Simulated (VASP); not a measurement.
**SiO2: single point with r2SCAN**

The system is SiO2.

```
CELL_PARAMETERS angstrom
4.18541 0.00000 0.00000
0.00000 4.18541 0.00000
0.00000 0.00000 2.45525
ATOMIC_POSITIONS crystal
Si 0.50000 0.50000 0.50000
Si 0.00000 0.00000 0.00000
O 0.69389 0.69389 0.00000
O 0.19389 0.80611 0.50000
O 0.30611 0.30611 0.00000
O 0.80611 0.19389 0.50000
```

This cell differs from its parent crystal: strain +0.000 along x and y, -0.080 along z.

```yaml
Program: VASP 6.6.1
Task: single point
Functional: r2SCAN
Potentials_or_basis: VASP PAW PBE potentials, release 64 (Si, O_h)
Cutoff: 910 eV
k_mesh: 6 × 6 × 8
Occupations: gaussian, width 0.05 eV
Spin: no spin polarisation
```

The pressure is 39.9 GPa, the largest force is 0.321 eV/Å and the band gap on the k mesh is 8.31 eV, direct.

Forces in eV/Å, atoms in the order of the input:
```
Si   0.000  0.000  0.000
Si   0.000  0.000  0.000
O    0.227  0.227  0.000
O    0.227 -0.227  0.000
O   -0.227 -0.227  0.000
O   -0.227  0.227  0.000
```

Stress tensor (GPa, compression positive):
```
18.97  0.00  0.00
 0.00 18.97  0.00
 0.00  0.00 81.72
```

Levels at points of the mesh, in eV from the valence-band top:
```csv
k point,band 14,band 15,band 16,band 17,band 18,band 19
"(0.00, 0.00, 0.00)",-0.99,-0.99,0.00,8.31,9.61,11.57
"(0.50, 0.00, 0.00)",-2.31,-1.24,-1.24,10.72,10.72,11.73
"(0.50, 0.50, 0.00)",-2.83,-2.63,-2.63,10.35,10.35,12.75
"(0.00, 0.00, 0.50)",-3.13,-2.94,-2.94,11.23,11.23,14.27
"(0.50, 0.00, 0.50)",-2.59,-1.93,-1.93,10.58,10.58,11.18
"(0.50, 0.50, 0.50)",-2.07,-1.72,-1.72,9.01,9.01,12.48
```

Wall time 3.4 min on 1 thread of Intel(R) Xeon(R) Platinum 8488C (Sapphire Rapids), on a shared host, peak memory 0.26 GiB.

Caveat: the cell differs from its parent crystal (strain +0.000 along x and y, -0.080 along z); the cutoff is under 1.25 times the usual one of these potentials, so pressure, stress and relaxed cells hold a basis-set (Pulay) error; the PAW data sets were made with another functional, which shifts forces and pressure a little. A k mesh can miss the band edges.
